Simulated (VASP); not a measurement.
# CrO2 (Cmmm) in VASP: single point with PBEsol

Aim: the single point of CrO2 with PBEsol.

Program: VASP 6.6.1. These are calculated values, not measurements. Logs are shortened: lines on timing, memory, paths and dates and some standing lists are left out, and cuts for length are marked.

## Step 1: The cell of the first run

The structure is orthorhombic, space group Cmmm (No. 65). Conventional cell: a = 6.127 Å, b = 6.377 Å, c = 2.917 Å, α = 90.00°, β = 90.00°, γ = 90.00°. Within 2.5 Å of Cr (site symmetry mmm) lie 6 O at 1.90 to 1.92 Å. Within 2.4 Å of Cr (site symmetry mmm) lie 6 O at 1.84 to 1.93 Å. O (site symmetry m2m) has 3 Cr at 1.92 to 1.93 Å and 9 O at 2.54 to 2.70 Å within 2.8 Å. Within 2.5 Å of O (site symmetry 2mm) lie 3 Cr at 1.84 to 1.90 Å and 1 O at 2.44 Å.

## Step 2: Single point, PBEsol, collinear spin, ferromagnetic start

Contents of INCAR:

```
PREC = Accurate ; ENCUT = 520
EDIFF = 1E-6 ; ISMEAR = -1
SIGMA = 0.05 ; LREAL = False
LASPH = True ; NELM = 150
ALGO = Normal ; ISIF = 2
LWAVE = False ; LCHARG = False
ISPIN = 2 ; MAGMOM = 3 3 0 0 0 0
LORBIT = 11 ; LMAXMIX = 4
GGA = PS ; NBANDS = 37
```

Contents of KPOINTS:

```
regular mesh
0
Gamma
  5 5 8
```

Contents of POSCAR:

```
CrO2
1.0
    4.4210000000     -0.0884200000      0.0000000000
   -0.0884200000      4.4210000000      0.0000000000
    0.0000000000      0.0000000000      2.9170000000
Cr O
2 4
Direct
    0.5000000000      0.5000000000      0.5000000000
    0.0000000000      0.0000000000      0.0000000000
    0.8010000000      0.1990000000      0.5000000000
    0.6990000000      0.6990000000      0.0000000000
    0.1990000000      0.8010000000      0.5000000000
    0.3010000000      0.3010000000      0.0000000000
```

Potentials or basis: VASP PAW PBE potentials, release 64 (Cr_pv, O).

Run with:

```console
$ cat potpaw_PBE.64/Cr_pv/POTCAR potpaw_PBE.64/O/POTCAR > POTCAR
$ mpirun -np 1 vasp_std > vasp.out
```

OUTCAR:

```text
PREC = Accurate
   ENCUT = 520
   EDIFF = 1E-6
   ISMEAR = -1
   LREAL = False
   LASPH = True
   NELM = 150
   ISIF = 2
   ISPIN = 2
   LORBIT = 11
   GGA = PS

 ion  position               nearest neighbor table
   1  0.500  0.500  0.500-   4 1.90   6 1.90   4 1.90   6 1.90   5 1.92   3 1.92
   2  0.000  0.000  0.000-   4 1.84   6 1.84   5 1.93   3 1.93   3 1.93   5 1.93
   3  0.801  0.199  0.500-   1 1.92   2 1.93   2 1.93
   4  0.699  0.699  0.000-   2 1.84   1 1.90   1 1.90
   5  0.199  0.801  0.500-   1 1.92   2 1.93   2 1.93
   6  0.301  0.301  0.000-   2 1.84   1 1.90   1 1.90

  LATTYP: Found a base centered orthorhombic cell.
 ALAT       =     6.1271933961
 B/A-ratio  =     1.0408163265
 C/A-ratio  =     0.4760744131

  Lattice vectors:

 A1 = (   4.4210000000,  -0.0884200000,   0.0000000000)
 A2 = (  -0.0884200000,   4.4210000000,   0.0000000000)
 A3 = (   0.0000000000,   0.0000000000,   2.9170000000)

Analysis of symmetry for initial positions (statically):
=====================================================================
 Subroutine PRICEL returns:
 Original cell was already a primitive cell.

 Routine SETGRP: Setting up the symmetry group for a
 base centered orthorhombic supercell.

 Subroutine GETGRP returns: Found  8 space group operations
 (whereof  8 operations were pure point group operations)
 out of a pool of  8 trial point group operations.

The static configuration has the point symmetry D_2h.

Analysis of symmetry for dynamics (positions and initial velocities):
=====================================================================
 Subroutine PRICEL returns:
 Original cell was already a primitive cell.

 Routine SETGRP: Setting up the symmetry group for a
 base centered orthorhombic supercell.

 Subroutine GETGRP returns: Found  8 space group operations
 (whereof  8 operations were pure point group operations)
 out of a pool of  8 trial point group operations.

The dynamic configuration has the point symmetry D_2h.

Analysis of structural, dynamic, and magnetic symmetry:
=====================================================================
 Subroutine PRICEL returns:
 Original cell was already a primitive cell.

 Routine SETGRP: Setting up the symmetry group for a
 base centered orthorhombic supercell.

 Subroutine GETGRP returns: Found  8 space group operations
 (whereof  8 operations were pure point group operations)
 out of a pool of  8 trial point group operations.

The overall configuration has the point symmetry D_2h.

 Subroutine INISYM returns: Found  8 space group operations
 (whereof  8 operations are pure point group operations),
 and found     1 'primitive' translations

----------------------------------------------------------------------------------------

                                     Primitive cell

  volume of cell :      56.9907

  direct lattice vectors                    reciprocal lattice vectors
     4.421000000 -0.088420000  0.000000000     0.226283682  0.004525674  0.000000000
    -0.088420000  4.421000000  0.000000000     0.004525674  0.226283682  0.000000000
     0.000000000  0.000000000  2.917000000     0.000000000  0.000000000  0.342817964

  length of vectors
     4.421884112  4.421884112  2.917000000     0.226328935  0.226328935  0.342817964

  position of ions in fractional coordinates (direct lattice)
     0.500000000  0.500000000  0.500000000
     0.000000000  0.000000000  0.000000000
     0.801000000  0.199000000  0.500000000
     0.699000000  0.699000000  0.000000000
     0.199000000  0.801000000  0.500000000
     0.301000000  0.301000000  0.000000000

  ion indices of the primitive-cell ions
   primitive index   ion index
                 1           1
                 2           2
                 3           3
                 4           4
                 5           5
                 6           6

----------------------------------------------------------------------------------------

 KPOINTS: regular mesh

Automatic generation of k-mesh.
 Grid dimensions read from file:
 generate k-points for:    5    5    8

 Generating k-lattice:

  Cartesian coordinates                     Fractional coordinates (reciprocal lattice)
     0.045256736  0.000905135  0.000000000     0.200000000  0.000000000  0.000000000
     0.000905135  0.045256736  0.000000000     0.000000000  0.200000000  0.000000000
     0.000000000  0.000000000  0.042852245     0.000000000  0.000000000  0.125000000

  Length of vectors
     0.045265787  0.045265787  0.042852245

  Shift w.r.t. Gamma in fractional coordinates (k-lattice)
     0.000000000  0.000000000  0.000000000

 Subroutine IBZKPT returns following result:
 ===========================================

 Found     45 irreducible k-points:

 Following reciprocal coordinates:
            Coordinates               Weight
  0.000000  0.000000  0.000000      1.000000
  0.200000  0.000000  0.000000      4.000000
  0.400000  0.000000  0.000000      4.000000
  0.200000  0.200000  0.000000      2.000000
  0.400000  0.200000  0.000000      4.000000
 -0.400000  0.200000  0.000000      4.000000
[... 16 lines left out ...]
  0.400000  0.200000  0.250000      8.000000
 -0.400000  0.200000  0.250000      8.000000
 [... further k-points ...]
   k-points           NKPTS =     45   k-points in BZ     NKDIM =     45   number of bands    NBANDS=     37
   number of dos      NEDOS =    301   number of ions     NIONS =      6
   total plane-waves  NPLWV =  31104
   dimension x,y,z NGX =    36 NGY =   36 NGZ =   24
   dimension x,y,z NGXF=    72 NGYF=   72 NGZF=   48
   ions per type =               2   4
   NGX,Y,Z   is equivalent  to a cutoff of  13.53, 13.53, 13.68 a.u.
   NGXF,Y,Z  is equivalent  to a cutoff of  27.07, 27.07, 27.36 a.u.
 SYSTEM =  unknown system
   PREC   = accura    normal or accurate (medium, high low for compatibility)
   ISTART =      0    job   : 0-new  1-cont  2-samecut
   ICHARG =      2    charge: 1-file 2-atom 10-const
   ISPIN  =      2    spin polarized calculation?
   LNONCOLLINEAR =      F non collinear calculations
   LSORBIT =      F    spin-orbit coupling
   LASPH  =      T    aspherical Exc in radial PAW
   ENCUT  =  520.0 eV  38.22 Ry    6.18 a.u.   8.22  8.22  5.42*2*pi/ulx,y,z
   NELM   =    150;   NELMIN=  2; NELMDL= -5     # of ELM steps
   EDIFF  = 0.1E-05   stopping-criterion for ELM
   LREAL  =      F    real-space projection
   EDIFFG = 0.1E-04   stopping-criterion for IOM
   NSW    =      0    number of steps for IOM
   IBRION =     -1    ionic relax: 0-MD 1-quasi-New 2-CG
   NFREE  =      0    steps in history (QN), initial steepest desc. (CG)
   ISIF   =      2    stress and relaxation
   ISYM   =      2    0-nonsym 1-usesym 2-fastsym
   POTIM  = 0.5000    time-step for ionic-motion
   TEBEG  =    0.0;   TEEND  =   0.0 temperature during run
   PSTRESS=    0.0 pullay stress
   NELECT =      48.0000    total number of electrons
   NUPDOWN=      -1.0000    fix difference up-down
   EMIN   =  10.00;   EMAX   =-10.00  energy-range for DOS
   EFERMI =   0.00;   METHOD = LEGACY
   ISMEAR =    -1;   SIGMA  =   0.05  broadening in eV -4-tet -1-fermi 0-gaus
   EFERMI_NEDOS =   21; number of points for ismear=-14 and -15
   IALGO  =     38    algorithm
   IMIX   =      4    mixing-type and parameters
     AMIX     =   0.40;   BMIX     =  1.00
     AMIX_MAG =   1.60;   BMIX_MAG =  1.00
  volume/ion in A,a.u.               =       9.50        64.10
  Fermi-wavevector in a.u.,A,eV,Ry     =   1.546040  2.921592 32.521178  2.390239
  Thomas-Fermi vector in A             =   2.651333
   LORBIT       =     11    0 simple, 1 ext, 2 COOP (PROOUT), +10 PAW based schemes
   GGA     = PS    functional components
   LHFCALC =     F    Hartree Fock is set to
   AEXX    =    0.0000 exact exchange contribution
   IVDW    =     0    specifies the selected vdW correction
   LEPSILON=     F    determine dielectric tensor
   LRPA    =     F    only Hartree local field effects (RPA)
 spin polarized calculation
  energy-cutoff  :      520.00
  volume of cell :       56.99
 maximum number of plane-waves:      1562
 NGX is ok and might be reduce to    36
   NGX = 17   NGY = 17   NGZ = 11

 number of electron      48.0000021 magnetization       4.0001429

 Free energy of the ion-electron system (eV)
  ---------------------------------------------------
  ext. energy  EPLUGINS =         0.00000000
  ---------------------------------------------------
  free energy    TOTEN  =       -52.95095255 eV

  energy without entropy =      -52.93623388  energy(sigma->0) =      -52.94359322

 E-fermi :   5.5985     XC(G=0): -12.2057

 val. band max:        5.5858936585   @ k =   0.4000   0.4000   0.5000
 cond. band min:       5.6146776722   @ k =  -0.2000   0.2000   0.1250
 fundamental gap:      0.0287840137
 Fermi energy:         5.5984554908

 spin component 1

 k-point     1 :       0.0000    0.0000    0.0000
  band No.  band energies     occupation
      1     -39.2581      1.00000
      2     -39.1906      1.00000
      3     -39.0964      1.00000
      4     -39.0754      1.00000
      5     -39.0178      1.00000
      6     -38.9769      1.00000
[... 28 lines left out ...]
     35      12.9182      0.00000
     36      16.0291      0.00000

 k-point     2 :       0.2000    0.0000    0.0000
  band No.  band energies     occupation
      1     -39.2561      1.00000
      2     -39.1895      1.00000
      3     -39.0987      1.00000
      4     -39.0767      1.00000
      5     -39.0173      1.00000
      6     -38.9773      1.00000
[... 28 lines left out ...]
     35      13.4603      0.00000
     36      16.1426      0.00000
[... 817 lines left out ...]
     35      16.1236      0.00000
     36      17.1484      0.00000

 k-point    24 :      -0.4000    0.2000    0.2500
  band No.  band energies     occupation
      1     -39.2490      1.00000
      2     -39.1826      1.00000
      3     -39.1011      1.00000
      4     -39.0871      1.00000
      5     -39.0649      1.00000
      6     -39.0551      1.00000
[... 28 lines left out ...]
     35      16.0776      0.00000
     36      17.1517      0.00000

 [... further k-points ...]

 spin component 2

 k-point     1 :       0.0000    0.0000    0.0000
  band No.  band energies     occupation
      1     -37.3433      1.00000
      2     -37.1430      1.00000
      3     -36.9369      1.00000
      4     -36.8525      1.00000
      5     -36.6804      1.00000
      6     -36.6623      1.00000
[... 28 lines left out ...]
     35      13.4434      0.00000
     36      16.4684      0.00000

 k-point     2 :       0.2000    0.0000    0.0000
  band No.  band energies     occupation
      1     -37.3425      1.00000
      2     -37.1422      1.00000
      3     -36.9380      1.00000
      4     -36.8538      1.00000
      5     -36.6787      1.00000
      6     -36.6639      1.00000
[... 28 lines left out ...]
     35      13.7323      0.00000
     36      16.5306      0.00000
[... 817 lines left out ...]
     35      16.2924      0.00000
     36      17.3066      0.00000

 k-point    24 :      -0.4000    0.2000    0.2500
  band No.  band energies     occupation
      1     -37.3356      1.00000
      2     -37.1347      1.00000
      3     -36.9239      1.00000
      4     -36.8375      1.00000
      5     -36.7677      1.00000
      6     -36.7601      1.00000
[... 28 lines left out ...]
     35      16.2483      0.00000
     36      17.3095      0.00000

 [... further k-points ...]

 [bands above 36 left out]

------------------------ aborting loop because EDIFF is reached ----------------------------------------

  FORCE on cell =-STRESS in cart. coord.  units (eV):
  Direction    XX          YY          ZZ          XY          YZ          ZX
  --------------------------------------------------------------------------------------
  -------------------------------------------------------------------------------------
  Total       -1.6404727     -1.6404727     -2.4915372      3.2227793      0.0000000      0.0000000
  in kB      -46.1185767    -46.1185767    -70.0445347     90.6019281      0.0000000      0.0000000
  external PRESSURE =     -54.0938960 kB  Pullay stress =       0.0000000 kB

 VOLUME and BASIS-vectors are now :
 -----------------------------------------------------------------------------
  energy-cutoff  :      520.00
  volume of cell :       56.99
      direct lattice vectors                 reciprocal lattice vectors
     4.421000000 -0.088420000  0.000000000     0.226283682  0.004525674  0.000000000
    -0.088420000  4.421000000  0.000000000     0.004525674  0.226283682  0.000000000
     0.000000000  0.000000000  2.917000000     0.000000000  0.000000000  0.342817964

 POSITION                                       TOTAL-FORCE (eV/Angst)
 -----------------------------------------------------------------------------------
      2.16629      2.16629      1.45850         0.000000      0.000000      0.000000
      0.00000      0.00000      0.00000         0.000000      0.000000      0.000000
      3.52363      0.80895      1.45850         0.205257     -0.205257      0.000000
      3.02847      3.02847      0.00000        -0.295185     -0.295185      0.000000
      0.80895      3.52363      1.45850        -0.205257      0.205257      0.000000
      1.30411      1.30411      0.00000         0.295185      0.295185     -0.000000
 -----------------------------------------------------------------------------------
    total drift:                                0.000000      0.000000      0.000000

  FREE ENERGIE OF THE ION-ELECTRON SYSTEM (eV)
  ---------------------------------------------------
  free  energy   TOTEN  =       -52.9509525517 eV

  energy  without entropy=      -52.9362338798  energy(sigma->0) =      -52.94359322

 total charge

# of ion       s       p       d       tot
------------------------------------------
    1        0.357   6.465   4.041  10.864
    2        0.365   6.482   4.047  10.895
    3        1.564   3.426   0.000   4.991
    4        1.568   3.460   0.000   5.029
    5        1.564   3.426   0.000   4.991
    6        1.568   3.460   0.000   5.029
--------------------------------------------------
tot          6.988  26.721   8.088  41.798

 magnetization (x)

# of ion       s       p       d       tot
------------------------------------------
    1        0.021   0.033   2.074   2.128
    2        0.020   0.030   1.984   2.035
    3       -0.003  -0.070   0.000  -0.073
    4       -0.003  -0.066   0.000  -0.069
    5       -0.003  -0.070   0.000  -0.073
    6       -0.003  -0.066   0.000  -0.069
--------------------------------------------------
tot          0.030  -0.209   4.058   3.879
```

Run time: 3.4 min. Hardware: 1 thread of Oxide Virtual Turin-like, shared host; peak memory 0.24 GiB.

Results:

* Free energy: -52.9510 eV
* Pressure: -5.4 GPa
* Largest force: 0.417 eV/Å
* Band gap on the k mesh: zero (filled and empty bands overlap)
* Net moment: 4.00 μB per cell
* Site moments: Cr +2.13, +2.04; O -0.07 μB
* Valence electrons inside the program's atomic spheres: Cr 10.86, 10.89; O 4.99, 5.03 (each value once)

Forces on the atoms (eV/Å):
```
Cr   0.000  0.000  0.000
Cr   0.000  0.000  0.000
O    0.205 -0.205  0.000
O   -0.295 -0.295  0.000
O   -0.205  0.205  0.000
O    0.295  0.295  0.000
```

Stress tensor (GPa, compression positive):
```
-4.61  9.06  0.00
 9.06 -4.61  0.00
 0.00  0.00 -7.00
```

Caveat: the cell stands under tension; the PAW data sets were made with another functional, which shifts forces and pressure a little; semilocal functionals often make such compounds metallic where correlation or magnetic order opens a gap, which also shifts bond lengths; the run started ferromagnetic, and an antiferromagnetic order may lie lower in energy. With open d or f shells a metallic result of PBEsol can be an artefact of self-interaction; +U or a hybrid may open a gap.

The gap in the log of VASP goes by the Fermi energy; the results here count the filled bands.